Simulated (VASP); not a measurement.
PbSe: single point with r2SCAN+rVV10

PbSe:

```
Pb Se
1.0
     0.00000    3.40313    3.40313
     3.40313    0.00000    3.40313
     3.40313    3.40313    0.00000
Pb Se
1 1
Direct
  0.00000 0.00000 0.00000
  0.25000 0.25000 0.25000
```

```
Program             : VASP 6.6.1
Task                : single point
Functional          : r2SCAN
Dispersion          : rVV10
Potentials or basis : VASP PAW PBE potentials, release 64 (Pb_d, Se)
Cutoff              : 520 eV
k mesh              : 8 × 8 × 8
Occupations         : fermi-dirac, width 0.03 eV
Spin                : no spin polarisation
```

The pressure is 0.1 GPa and the band gap on the k mesh is 0.68 eV (least direct gap 1.27 eV).

Levels at points of the mesh, in eV from the valence-band top:
```tsv
k point	band 7	band 8	band 9	band 10	band 11	band 12	band 13	band 14
(0.00, 0.00, 0.00)	-6.43	-1.81	-1.81	-1.81	2.31	2.31	2.31	4.69
(0.50, 0.00, 0.00)	-8.15	-2.36	-2.36	-2.11	3.10	3.10	3.88	6.56
(0.50, 0.50, 0.00)	-8.54	-3.09	-3.09	-0.59	0.68	5.25	5.25	6.11
```

Run time: 5.7 min on 1 thread of Intel Xeon 8259CL (shared host), peak memory 0.41 GiB.

Caveat: the PAW data sets were made with another functional, which shifts forces and pressure a little; spin-orbit coupling is left out, which moves the levels of the heavy elements. A k mesh can miss the band edges.
